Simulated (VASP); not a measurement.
# Ca2B in VASP: a series of runs

Runs on Ca2B. Level: PBE. Tasks: single point.

All numbers are computed with VASP 6.6.1; they aren't measurements. Logs are shortened: lines on timing, memory, paths and dates and some standing lists are left out, and cuts for length are marked.

## 1. The cell of the first run

The cell holds a sheet with vacuum, 3 atoms: a = 4.029 Å, b = 4.029 Å, c = 28.566 Å, α = 90.00°, β = 90.00°, γ = 120.00°.

The cell was built from a structure type or drawn by symmetry, and may not be a known phase.

## 2. Single point, PBE

INCAR

```
  PREC = Accurate
  ENCUT = 520
  EDIFF = 1E-7
  ISMEAR = 0
  SIGMA = 0.1
  LREAL = False
  LASPH = True
  NELM = 80
  ALGO = Normal
  ISIF = 2
  LWAVE = False
  LCHARG = False
  LDIPOL = True
  IDIPOL = 3
  DIPOL = 0.5 0.5 0.263
  GGA = PE
  NBANDS = 18
```

KPOINTS

```
Automatic mesh
0
Gamma
  6 6 1
```

POSCAR

```
Ca2B
1.0
    4.0292847397      0.0000000000      0.0000000000
   -2.0146423698      3.4894629436      0.0000000000
    0.0000000000      0.0000000000     28.5662699288
Ca B
2 1
Direct
    0.6666666667      0.3333333333      0.3100791034
    0.3333333333      0.6666666667      0.2150157038
    0.0000000000      1.0000000000      0.2625474036
```

Potentials or basis: VASP PAW PBE potentials, release 64 (Ca_sv, B).

Started as:

```console
$ cat potpaw_PBE.64/Ca_sv/POTCAR potpaw_PBE.64/B/POTCAR > POTCAR
$ mpirun -np 1 vasp_std > vasp.out
```

OUTCAR:

```text
PREC = Accurate
   ENCUT = 520
   EDIFF = 1E-7
   ISMEAR = 0
   LREAL = False
   LASPH = True
   NELM = 80
   ISIF = 2
   GGA = PE

 ion  position               nearest neighbor table
   1  0.667  0.333  0.310-
   2  0.333  0.667  0.215-
   3  0.000  0.000  0.263-

  LATTYP: Found a hexagonal cell.
 ALAT       =     4.0292847397
 C/A-ratio  =     7.0896627502

  Lattice vectors:

 A1 = (   4.0292847397,   0.0000000000,   0.0000000000)
 A2 = (  -2.0146423698,   3.4894629436,   0.0000000000)
 A3 = (   0.0000000000,   0.0000000000,  28.5662699288)

Analysis of symmetry for initial positions (statically):
=====================================================================
 Subroutine PRICEL returns:
 Original cell was already a primitive cell.

 Routine SETGRP: Setting up the symmetry group for a
 hexagonal supercell.

 Subroutine GETGRP returns: Found 12 space group operations
 (whereof  6 operations were pure point group operations)
 out of a pool of 24 trial point group operations.

The static configuration has the point symmetry C_3v.
 The point group associated with its full space group is D_3d.

Analysis of symmetry for dynamics (positions and initial velocities):
=====================================================================
 Subroutine PRICEL returns:
 Original cell was already a primitive cell.

 Routine SETGRP: Setting up the symmetry group for a
 hexagonal supercell.

 Subroutine GETGRP returns: Found 12 space group operations
 (whereof  6 operations were pure point group operations)
 out of a pool of 24 trial point group operations.

The dynamic configuration has the point symmetry C_3v.
 The point group associated with its full space group is D_3d.

 Subroutine INISYM returns: Found 12 space group operations
 (whereof  6 operations are pure point group operations),
 and found     1 'primitive' translations

----------------------------------------------------------------------------------------

                                     Primitive cell

  volume of cell :     401.6429

  direct lattice vectors                    reciprocal lattice vectors
     4.029284740  0.000000000  0.000000000     0.248183006  0.143288526  0.000000000
    -2.014642370  3.489462944  0.000000000     0.000000000  0.286577051  0.000000000
     0.000000000  0.000000000 28.566269929     0.000000000  0.000000000  0.035006320

  length of vectors
     4.029284740  4.029284740 28.566269929     0.286577051  0.286577051  0.035006320

  position of ions in fractional coordinates (direct lattice)
     0.666666667  0.333333333  0.310079103
     0.333333333  0.666666667  0.215015704
     0.000000000  0.000000000  0.262547404

  ion indices of the primitive-cell ions
   primitive index   ion index
                 1           1
                 2           2
                 3           3

----------------------------------------------------------------------------------------

 KPOINTS: Automatic mesh

Automatic generation of k-mesh.
 Grid dimensions read from file:
 generate k-points for:    6    6    1

 Generating k-lattice:

  Cartesian coordinates                     Fractional coordinates (reciprocal lattice)
     0.041363834  0.023881421  0.000000000     0.166666667  0.000000000  0.000000000
     0.000000000  0.047762842  0.000000000     0.000000000  0.166666667  0.000000000
     0.000000000  0.000000000  0.035006320     0.000000000  0.000000000  1.000000000

  Length of vectors
     0.047762842  0.047762842  0.035006320

  Shift w.r.t. Gamma in fractional coordinates (k-lattice)
     0.000000000  0.000000000  0.000000000

 Subroutine IBZKPT returns following result:
 ===========================================

 Found      7 irreducible k-points:

 Following reciprocal coordinates:
            Coordinates               Weight
  0.000000  0.000000  0.000000      1.000000
  0.166667 -0.000000  0.000000      6.000000
  0.333333 -0.000000  0.000000      6.000000
  0.500000 -0.000000  0.000000      3.000000
  0.166667  0.166667  0.000000      6.000000
  0.333333  0.166667  0.000000     12.000000
  0.333333  0.333333  0.000000      2.000000
   k-points           NKPTS =      7   k-points in BZ     NKDIM =      7   number of bands    NBANDS=     18
   number of dos      NEDOS =    301   number of ions     NIONS =      3
   total plane-waves  NPLWV = 194400
   dimension x,y,z NGX =    30 NGY =   30 NGZ =  216
   dimension x,y,z NGXF=    60 NGYF=   60 NGZF=  432
   ions per type =               2   1
   NGX,Y,Z   is equivalent  to a cutoff of  12.38, 12.38, 12.57 a.u.
   NGXF,Y,Z  is equivalent  to a cutoff of  24.76, 24.76, 25.14 a.u.
 SYSTEM =  unknown system
   PREC   = accura    normal or accurate (medium, high low for compatibility)
   ISTART =      0    job   : 0-new  1-cont  2-samecut
   ICHARG =      2    charge: 1-file 2-atom 10-const
   ISPIN  =      1    spin polarized calculation?
   LNONCOLLINEAR =      F non collinear calculations
   LSORBIT =      F    spin-orbit coupling
   LASPH  =      T    aspherical Exc in radial PAW
   ENCUT  =  520.0 eV  38.22 Ry    6.18 a.u.   7.49  7.49 53.11*2*pi/ulx,y,z
   NELM   =     80;   NELMIN=  2; NELMDL= -5     # of ELM steps
   EDIFF  = 0.1E-06   stopping-criterion for ELM
   LREAL  =      F    real-space projection
   EDIFFG = 0.1E-05   stopping-criterion for IOM
   NSW    =      0    number of steps for IOM
   IBRION =     -1    ionic relax: 0-MD 1-quasi-New 2-CG
   NFREE  =      0    steps in history (QN), initial steepest desc. (CG)
   ISIF   =      2    stress and relaxation
   ISYM   =      2    0-nonsym 1-usesym 2-fastsym
   POTIM  = 0.5000    time-step for ionic-motion
   TEBEG  =    0.0;   TEEND  =   0.0 temperature during run
   PSTRESS=    0.0 pullay stress
   NELECT =      23.0000    total number of electrons
   NUPDOWN=      -1.0000    fix difference up-down
   EMIN   =  10.00;   EMAX   =-10.00  energy-range for DOS
   EFERMI =   0.00;   METHOD = LEGACY
   ISMEAR =     0;   SIGMA  =   0.10  broadening in eV -4-tet -1-fermi 0-gaus
   EFERMI_NEDOS =   21; number of points for ismear=-14 and -15
   IALGO  =     38    algorithm
   IMIX   =      4    mixing-type and parameters
     AMIX     =   0.40;   BMIX     =  1.00
     AMIX_MAG =   1.60;   BMIX_MAG =  1.00
  volume/ion in A,a.u.               =     133.88       903.47
  Fermi-wavevector in a.u.,A,eV,Ry     =   0.631012  1.192439  5.417510  0.398176
  Thomas-Fermi vector in A             =   1.693841
   LORBIT       =      0    0 simple, 1 ext, 2 COOP (PROOUT), +10 PAW based schemes
   GGA     = PE    functional components
   LHFCALC =     F    Hartree Fock is set to
   AEXX    =    0.0000 exact exchange contribution
   IVDW    =     0    specifies the selected vdW correction
   LEPSILON=     F    determine dielectric tensor
   LRPA    =     F    only Hartree local field effects (RPA)
 non-spin polarized calculation
 Gauss-broadening in eV      SIGMA  =   0.10
  energy-cutoff  :      520.00
  volume of cell :      401.64
 maximum number of plane-waves:     10891
 NGX is ok and might be reduce to    30
   NGX = 15   NGY = 15   NGZ =107

 dipolmoment           0.000000      0.000000     -0.000078 electrons x Angstroem

 number of electron      23.0000002 magnetization

 dipolmoment           0.000000      0.000000      0.000000 electrons x Angstroem

 Free energy of the ion-electron system (eV)
  ---------------------------------------------------
  ext. energy  EPLUGINS =         0.00000000
  ---------------------------------------------------
  free energy    TOTEN  =        -8.84646817 eV

  energy without entropy =       -8.83467760  energy(sigma->0) =       -8.84057289

 E-fermi :  -1.3354     XC(G=0):  -2.3042

 val. band max:       -1.3563149547   @ k =   0.1667   0.1667   0.0000
 cond. band min:      -1.2093211526   @ k =   0.1667  -0.0000   0.0000
 fundamental gap:      0.1469938021
 Fermi energy:        -1.3354222417

 k-point     1 :       0.0000    0.0000    0.0000
  band No.  band energies     occupation
      1     -42.4364      2.00000
      2     -42.4141      2.00000
      3     -23.6203      2.00000
      4     -23.4660      2.00000
      5     -23.3882      2.00000
      6     -23.3882      2.00000
[... 10 lines left out ...]
     17       1.2239      0.00000
     18       1.4938      0.00000

 k-point     2 :       0.1667   -0.0000    0.0000
  band No.  band energies     occupation
      1     -42.4335      2.00000
      2     -42.4138      2.00000
      3     -23.6115      2.00000
      4     -23.4802      2.00000
      5     -23.4034      2.00000
      6     -23.3979      2.00000
[... 10 lines left out ...]
     17       1.2469      0.00000
     18       1.4893      0.00000

 k-point     3 :       0.3333   -0.0000    0.0000
  band No.  band energies     occupation
      1     -42.4267      2.00000
      2     -42.4139      2.00000
      3     -23.5913      2.00000
      4     -23.5191      2.00000
      5     -23.4294      2.00000
      6     -23.4152      2.00000
[... 10 lines left out ...]
     17       1.5070      0.00000
     18       2.1990      0.00000

 k-point     4 :       0.5000   -0.0000    0.0000
  band No.  band energies     occupation
      1     -42.4223      2.00000
      2     -42.4149      2.00000
      3     -23.5749      2.00000
      4     -23.5483      2.00000
      5     -23.4404      2.00000
      6     -23.4242      2.00000
[... 10 lines left out ...]
     17       1.2684      0.00000
     18       2.8224      0.00000

 k-point     5 :       0.1667    0.1667    0.0000
  band No.  band energies     occupation
      1     -42.4286      2.00000
      2     -42.4137      2.00000
      3     -23.5967      2.00000
      4     -23.5047      2.00000
      5     -23.4312      2.00000
      6     -23.4127      2.00000
[... 10 lines left out ...]
     17       1.5137      0.00000
     18       1.7855      0.00000

 k-point     6 :       0.3333    0.1667    0.0000
  band No.  band energies     occupation
      1     -42.4224      2.00000
      2     -42.4149      2.00000
      3     -23.5752      2.00000
      4     -23.5372      2.00000
      5     -23.4584      2.00000
      6     -23.4193      2.00000
[... 10 lines left out ...]
     17       1.5236      0.00000
     18       2.1546      0.00000

 k-point     7 :       0.3333    0.3333    0.0000
  band No.  band energies     occupation
      1     -42.4178      2.00000
      2     -42.4178      2.00000
      3     -23.5528      2.00000
      4     -23.5528      2.00000
      5     -23.4777      2.00000
      6     -23.4079      2.00000
[... 10 lines left out ...]
     17       1.7018      0.00000
     18       1.7018      0.00000

------------------------ aborting loop because EDIFF is reached ----------------------------------------

 vacuum level on the upper side and lower side of the slab       (xc-potential included)        -0.006        -0.006

  FORCE on cell =-STRESS in cart. coord.  units (eV):
  Direction    XX          YY          ZZ          XY          YZ          ZX
  --------------------------------------------------------------------------------------
  -------------------------------------------------------------------------------------
  Total        0.0355946      0.0355946      0.0564689      0.0000000      0.0000000      0.0000000
  in kB        0.1419888      0.1419888      0.2252578      0.0000000      0.0000000      0.0000000
  external PRESSURE =       0.1697452 kB  Pullay stress =       0.0000000 kB

 VOLUME and BASIS-vectors are now :
 -----------------------------------------------------------------------------
  energy-cutoff  :      520.00
  volume of cell :      401.64
      direct lattice vectors                 reciprocal lattice vectors
     4.029284740  0.000000000  0.000000000     0.248183006  0.143288526  0.000000000
    -2.014642370  3.489462944  0.000000000     0.000000000  0.286577051  0.000000000
     0.000000000  0.000000000 28.566269929     0.000000000  0.000000000  0.035006320

 POSITION                                       TOTAL-FORCE (eV/Angst)
 -----------------------------------------------------------------------------------
      2.01464      1.16315      8.85780        -0.000000      0.000000      0.028578
     -0.00000      2.32631      6.14220         0.000000      0.000000     -0.028578
      0.00000      0.00000      7.50000        -0.000000      0.000000     -0.000000
 -----------------------------------------------------------------------------------
    total drift:                               -0.000000      0.000000      0.000003

  FREE ENERGIE OF THE ION-ELECTRON SYSTEM (eV)
  ---------------------------------------------------
  free  energy   TOTEN  =        -8.8464681726 eV

  energy  without entropy=       -8.8346776028  energy(sigma->0) =       -8.84057289

 vacuum level on the upper side and lower side of the slab         1.024         1.024
```

Wall time 76 s (1 thread of AMD EPYC 9R45 (Zen 5), shared host); peak memory 0.42 GiB.

What came out:

- Free energy: -8.8465 eV
- Largest force: 0.029 eV/Å
- Band gap on the k mesh: zero (an odd number of electrons rules out a gap without spin polarisation)

Forces on the atoms (eV/Å):
```
Ca   0.000  0.000  0.029
Ca   0.000  0.000 -0.029
B    0.000  0.000  0.000
```

(Part 1 of 2 ends here.)
